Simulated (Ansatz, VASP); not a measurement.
## Two plane-wave programs on Mg3CdSe4

```xyz
8
Lattice="3.9157 -0.0001 -0.0076 -0.0001 3.9689 -0.0115 -0.0216 -0.0326 11.1806" Properties=species:S:1:pos:R:3 pbc="T T T"
Mg    1.9537    1.9308    2.7403
Mg   -0.0318    0.0918    5.5812
Mg    1.9598    1.9478    8.3829
Cd    0.0176   -0.1387    0.0077
Se    0.0320   -0.0041    2.9010
Se    1.9096    2.0185    5.5647
Se   -0.0520   -0.0064    8.3849
Se    1.9776    2.0001   -0.0591
```

Change from the starting cell: cell x1, atoms moved at random (sigma 0.05 Å) and cell strained at random (1.5 %), then relaxed without symmetry.

Alike in both runs: task relaxation of cell and atoms; functional PBE; k mesh 4 × 4 × 2; occupations gaussian, width 0.1 eV; no spin polarisation.

```csv
,VASP,Ansatz
version,VASP 6.6.1,Ansatz 0.2.0
potentials or method,"VASP PAW PBE potentials, release 64 (Mg, Cd, Se), cutoff 600 eV","scalar-relativistic, plane waves, PAW"
valence electrons in the cell,42,114
```

```csv
,VASP,Ansatz,Ansatz less VASP
"gap on the k mesh at the Fermi level, each at its own relaxed structure (eV)",0.40,0.42,+0.021
relaxed volume (Å³/atom),21.75,21.73,-0.020
relaxed length of the cell vector where the two differ most in proportion (Å),11.117,11.110,-0.0073
```

VASP's potentials hold 42 valence electrons a cell and Ansatz's 114, so a difference there can come from the potentials and not from the codes.
